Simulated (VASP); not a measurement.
# CaH3 (P4/mbm) in VASP: relaxation of cell and atoms with PBE

Aim: the relaxation of cell and atoms of CaH3 with PBE.

Program: VASP 6.6.1. These are calculated values, not measurements. Logs are shortened: lines on timing, memory, paths and dates and some standing lists are left out, and cuts for length are marked.

## (1) The cell of the first run

The structure is tetragonal, space group P4/mbm (No. 127). Conventional cell: a = 6.234 Å, b = 6.234 Å, c = 4.408 Å, α = 90.00°, β = 90.00°, γ = 90.00°. Ca (site symmetry 4/m) has 6 H at 2.20 to 2.24 Å within 2.9 Å. Within 3.0 Å of H (site symmetry m2m) lie 2 Ca at 2.24 Å. H (site symmetry 4/m) has 2 Ca at 2.20 Å within 2.9 Å.

## (2) Relaxation of cell and atoms, PBE

File INCAR:

```
SYSTEM = CaH3
PREC = Accurate
ENCUT = 600
EDIFF = 1E-6
ISMEAR = 0
SIGMA = 0.1
LREAL = .FALSE.
LASPH = .TRUE.
NELM = 80
ALGO = Normal
ISIF = 3
LWAVE = .FALSE.
LCHARG = .FALSE.
GGA = PE
IBRION = 2
NSW = 100
EDIFFG = -0.01
```

File KPOINTS:

```
Automatic mesh
0
G
  6 6 8
  0 0 0
```

File POSCAR:

```
CaH3
1.0
    6.2341867200      0.0000000000      0.0000000000
    0.0000000000      6.2341867200      0.0000000000
    0.0000000000      0.0000000000      4.4082357000
Ca H
2 6
Direct
    0.5000000000      0.5000000000      0.0000000000
    0.0000000000      0.0000000000      0.0000000000
    0.7925657900      0.2925657900      0.0000000000
    0.7074342100      0.7925657900      0.0000000000
    0.5000000000      0.5000000000      0.5000000000
    0.2074342100      0.7074342100      0.0000000000
    0.2925657900      0.2074342100      0.0000000000
    0.0000000000      0.0000000000      0.5000000000
```

Potentials or basis: VASP PAW PBE potentials, release 64 (Ca_sv, H).

Command:

```sh
> cat potpaw_PBE.64/Ca_sv/POTCAR potpaw_PBE.64/H/POTCAR > POTCAR
> mpirun -np 1 vasp_std > vasp.out
```

OUTCAR:

```text
SYSTEM = CaH3
   PREC = Accurate
   ENCUT = 600
   EDIFF = 1E-6
   ISMEAR = 0
   LREAL = .FALSE.
   LASPH = .TRUE.
   NELM = 80
   ISIF = 3
   GGA = PE
   IBRION = 2
   NSW = 100
   EDIFFG = -0.01

 ion  position               nearest neighbor table
   1  0.500  0.500  0.000-
   2  0.000  0.000  0.000-
   3  0.793  0.293  0.000-
   4  0.707  0.793  0.000-
   5  0.500  0.500  0.500-
   6  0.207  0.707  0.000-
   7  0.293  0.207  0.000-
   8  0.000  0.000  0.500-

  LATTYP: Found a simple tetragonal cell.
 ALAT       =     6.2341867200
 C/A-ratio  =     0.7071067804

  Lattice vectors:

 A1 = (   6.2341867200,   0.0000000000,   0.0000000000)
 A2 = (   0.0000000000,   6.2341867200,   0.0000000000)
 A3 = (   0.0000000000,   0.0000000000,   4.4082357000)

Analysis of symmetry for initial positions (statically):
=====================================================================
 Subroutine PRICEL returns:
 Original cell was already a primitive cell.

 Routine SETGRP: Setting up the symmetry group for a
 simple tetragonal supercell.

 Subroutine GETGRP returns: Found 16 space group operations
 (whereof  8 operations were pure point group operations)
 out of a pool of 16 trial point group operations.

The static configuration has the point symmetry C_4h.
 The point group associated with its full space group is D_4h.

Analysis of symmetry for dynamics (positions and initial velocities):
=====================================================================
 Subroutine PRICEL returns:
 Original cell was already a primitive cell.

 Routine SETGRP: Setting up the symmetry group for a
 simple tetragonal supercell.

 Subroutine GETGRP returns: Found 16 space group operations
 (whereof  8 operations were pure point group operations)
 out of a pool of 16 trial point group operations.

The dynamic configuration has the point symmetry C_4h.
 The point group associated with its full space group is D_4h.

 Subroutine INISYM returns: Found 16 space group operations
 (whereof  8 operations are pure point group operations),
 and found     1 'primitive' translations

----------------------------------------------------------------------------------------

                                     Primitive cell

  volume of cell :     171.3265

  direct lattice vectors                    reciprocal lattice vectors
[... 112 lines left out ...]
   EMIN   =  10.00;   EMAX   =-10.00  energy-range for DOS
   EFERMI =   0.00;   METHOD = LEGACY
   ISMEAR =     0;   SIGMA  =   0.10  broadening in eV -4-tet -1-fermi 0-gaus
   EFERMI_NEDOS =   21; number of points for ismear=-14 and -15
   IALGO  =     38    algorithm
   IMIX   =      4    mixing-type and parameters
     AMIX     =   0.40;   BMIX     =  1.00
     AMIX_MAG =   1.60;   BMIX_MAG =  1.00
  volume/ion in A,a.u.               =      21.42       144.52
  Fermi-wavevector in a.u.,A,eV,Ry     =   0.873222  1.650150 10.374660  0.762516
  Thomas-Fermi vector in A             =   1.992582
   LORBIT       =      0    0 simple, 1 ext, 2 COOP (PROOUT), +10 PAW based schemes
   GGA     = PE    functional components
   LHFCALC =     F    Hartree Fock is set to
   AEXX    =    0.0000 exact exchange contribution
   IVDW    =     0    specifies the selected vdW correction
   LEPSILON=     F    determine dielectric tensor
   LRPA    =     F    only Hartree local field effects (RPA)
 conjugate gradient relaxation of ions
 non-spin polarized calculation
 Gauss-broadening in eV      SIGMA  =   0.10
  energy-cutoff  :      600.00
  volume of cell :      171.33
 maximum number of plane-waves:      5761
 NGX is ok and might be reduce to    50
   NGX = 25   NGY = 25   NGZ = 17

--------------------------------------- Ionic step        1  -------------------------------------------

 number of electron      26.0000001 magnetization

 Free energy of the ion-electron system (eV)
  ---------------------------------------------------
  ext. energy  EPLUGINS =         0.00000000
  ---------------------------------------------------
  free energy    TOTEN  =       -20.34079946 eV

  energy without entropy =      -20.25864584  energy(sigma->0) =      -20.29972265

------------------------ aborting loop because EDIFF is reached ----------------------------------------

  FORCE on cell =-STRESS in cart. coord.  units (eV):
  Direction    XX          YY          ZZ          XY          YZ          ZX
  --------------------------------------------------------------------------------------
  -------------------------------------------------------------------------------------
  Total       -0.8304500     -0.8304500     -0.1758777      0.0000000     -0.0000000      0.0000000
  in kB       -7.7660409     -7.7660409     -1.6447387      0.0000000     -0.0000000      0.0000000
  external PRESSURE =      -5.7256068 kB  Pullay stress =       0.0000000 kB
[... 107 lines left out ...]
  FREE ENERGIE OF THE ION-ELECTRON SYSTEM (eV)
  ---------------------------------------------------
  free  energy   TOTEN  =       -20.3599191019 eV

  energy  without entropy=      -20.2866175277  energy(sigma->0) =      -20.32326831

 E-fermi :  -0.2830     XC(G=0):  -6.8356

 val. band max:       -0.2842588233   @ k =   0.3333   0.1667   0.1250
 cond. band min:      -0.2795652605   @ k =   0.3333   0.1667   0.0000
 fundamental gap:      0.0046935629
 Fermi energy:        -0.2829737309

 k-point     1 :       0.0000    0.0000    0.0000
  band No.  band energies     occupation
      1     -41.4836      2.00000
      2     -41.4661      2.00000
      3     -22.6183      2.00000
      4     -22.6183      2.00000
      5     -22.5082      2.00000
      6     -22.5082      2.00000
[... 493 lines left out ...]
     17       2.4810      0.00000
     18       2.4810      0.00000

 [... further k-points ...]

[... ionic steps 4 to 29 ...]

--------------------------------------- Ionic step       30  -------------------------------------------

 number of electron      25.9999994 magnetization

------------------------ aborting loop because EDIFF is reached ----------------------------------------
[... 79 lines left out ...]
--------------------------------------- Ionic step       32  -------------------------------------------

 number of electron      25.9999994 magnetization

 Free energy of the ion-electron system (eV)
  ---------------------------------------------------
  ext. energy  EPLUGINS =         0.00000000
  ---------------------------------------------------
  free energy    TOTEN  =       -22.80321320 eV

  energy without entropy =      -22.77958376  energy(sigma->0) =      -22.79139848

 E-fermi :   0.8136     XC(G=0):  -6.8593

 val. band max:        0.8133973741   @ k =   0.5000   0.0000   0.0000
 cond. band min:       0.8278451773   @ k =   0.3333   0.0000   0.0000
 fundamental gap:      0.0144478032
 Fermi energy:         0.8135880732

 k-point     1 :       0.0000    0.0000    0.0000
  band No.  band energies     occupation
      1     -40.8675      2.00000
      2     -40.8597      2.00000
      3     -21.9988      2.00000
      4     -21.9988      2.00000
      5     -21.9393      2.00000
      6     -21.9393      2.00000
[... 530 lines left out ...]
  FREE ENERGIE OF THE ION-ELECTRON SYSTEM (eV)
  ---------------------------------------------------
  free  energy   TOTEN  =       -22.8032131969 eV

  energy  without entropy=      -22.7795837631  energy(sigma->0) =      -22.79139848

 reached required accuracy - stopping structural energy minimisation
```

OSZICAR:

```text
N       E                     dE             d eps       ncg     rms          rms(c)
DAV:   1     0.198387967072E+03    0.19839E+03   -0.12445E+04  1800   0.135E+03
DAV:   2    -0.111562073205E+02   -0.20954E+03   -0.20790E+03  2290   0.331E+02
[... 392 lines left out ...]
  31 F= -.22803167E+02 E0= -.22791357E+02  d E =-.635289E-04
       N       E                     dE             d eps       ncg     rms          rms(c)
DAV:   1    -0.228032263436E+02   -0.59393E-04   -0.34822E-03  1806   0.347E-01    0.269E-02
DAV:   2    -0.228032181421E+02    0.82015E-05   -0.58972E-05  2820   0.539E-02    0.163E-02
DAV:   3    -0.228032129511E+02    0.51910E-05   -0.24748E-05  2576   0.379E-02    0.410E-03
DAV:   4    -0.228032131969E+02   -0.24581E-06   -0.18306E-06  1788   0.107E-02
  32 F= -.22803213E+02 E0= -.22791398E+02  d E =-.109992E-03
```

Wall time 86 min (1 thread of Oxide Virtual Turin-like, shared host); peak memory 0.39 GiB.

Results:

```
Free energy                           : -22.8032 eV
Relaxed volume                        : 16.94 Å³/atom
Relaxed cell                          : a = 5.636 Å, b = 5.636 Å, c = 4.265 Å, α = 90.00°, β = 90.00°, γ = 90.00°
Space group after relaxing (to 0.1 Å) : P4/mbm (No. 127)
Pressure after relaxing               : 0.0 GPa
Band gap on the k mesh                : zero (bands 13 and 14 overlap by 1.91 eV)
```

Final structure:
```
Ca H
1.0
     5.63622    0.00000    0.00000
     0.00000    5.63622    0.00000
     0.00000    0.00000    4.26481
Ca H
2 6
Direct
  0.50000 0.50000 0.00000
  0.00000 0.00000 0.00000
  0.94421 0.44421 0.00000
  0.55579 0.94421 0.00000
  0.50000 0.50000 0.50000
  0.05579 0.55579 0.00000
  0.44421 0.05579 0.00000
  0.00000 0.00000 0.50000
```

Levels at points of the mesh, in eV from the Fermi level:
| k point | band 11 | band 12 | band 13 | band 14 | band 15 | band 16 |
| --- | --- | --- | --- | --- | --- | --- |
| (0.00, 0.00, 0.00) | -3.86 | -3.34 | 0.33 | 0.33 | 1.21 | 3.04 |
| (0.50, 0.00, 0.00) | -3.72 | -3.72 | 0.00 | 0.00 | 1.36 | 1.36 |
| (0.50, 0.50, 0.00) | -3.88 | -3.88 | -0.64 | -0.64 | 1.89 | 1.89 |
| (0.00, 0.00, 0.50) | -3.10 | -1.98 | 1.11 | 1.11 | 1.44 | 1.48 |
| (0.50, 0.00, 0.50) | -2.57 | -2.57 | 0.17 | 0.17 | 1.61 | 1.61 |
| (0.50, 0.50, 0.50) | -2.44 | -2.44 | -0.81 | -0.81 | 0.49 | 0.49 |

Caveat: the volume moved by over 15 % at a fixed basis, so the end points are rough.
